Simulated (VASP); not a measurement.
Wanted: the native input for a VASP 6.6.1 run.

| Item | Value |
| --- | --- |
| Task | relaxation of shape and atoms at fixed volume |
| Functional | PBEsol |
| Potentials or basis | VASP PAW PBE potentials, release 64 (Mo_sv, S) |
| Cutoff | 500 eV |
| k mesh | 8 × 8 × 2 |
| Occupations | gaussian, width 0.05 eV |
| Spin | collinear spin |
| Starting moments | [0.05, 0.05, 0.0, 0.0, 0.0, 0.0] μB |
| Dipole correction | no |
| Further INCAR settings | ALGO = Normal; EDIFF = 1e-07; IBRION = 2; EDIFFG = -0.02; NSW = 60; ISIF = 4 |

The structure of MoS2 lies in POSCAR:

```
MoS2
1.0
    3.1586156158      0.0000000000      0.0000000000
   -1.5793078079      2.7354413641      0.0000000000
    0.0000000000      0.0000000000     12.3135811494
Mo S
2 4
Direct
    0.3333333333      0.6666666667      0.2500000000
    0.6666666667      0.3333333333      0.7500000000
    0.3333333333      0.6666666667      0.6229170291
    0.6666666667      0.3333333333      0.1229170291
    0.3333333333      0.6666666667      0.8770829709
    0.6666666667      0.3333333333      0.3770829709
```

The input as run:

INCAR

```
PREC = Accurate ; ENCUT = 500
EDIFF = 1E-7 ; ISMEAR = 0
SIGMA = 0.05 ; LREAL = False
LASPH = True ; NELM = 200
ALGO = Normal ; ISIF = 4
LWAVE = False ; LCHARG = False
ISPIN = 2 ; MAGMOM = 0.05 0.05 0 0 0 0
LORBIT = 11 ; LMAXMIX = 4
GGA = PS ; IBRION = 2
NSW = 60 ; EDIFFG = -0.02
GGA_COMPAT = False ; NELMIN = 4
```

KPOINTS

```
Automatic mesh
0
Gamma
  8 8 2
```

Potentials or basis: VASP PAW PBE potentials, release 64 (Mo_sv, S).

Command:

```console
$ cat potpaw_PBE.64/Mo_sv/POTCAR potpaw_PBE.64/S/POTCAR > POTCAR
$ mpirun -np 1 vasp_std > vasp.out
```

Results of the run:

```json
{"Energy gained by relaxing": "2.3 meV/atom", "Ionic steps": "5", "Pressure after relaxing": "0.2 GPa", "Largest force after relaxing": "0.004 eV/Å", "Band gap on the k mesh": "1.05 eV (least direct gap 2.03 eV)", "Net moment": "0.00 μB per cell", "Valence electrons inside the program's atomic spheres": "Mo 12.53; S 3.68"}
```

Caveat: the PAW data sets were made with another functional, which shifts forces and pressure a little; this functional lacks dispersion, which binds layers or chains, so the pressure and a relaxed spacing across them are unreliable.

It took 9 min on 1 thread of Oxide Virtual Turin-like Processor (shared host), peak memory 0.27 GiB.
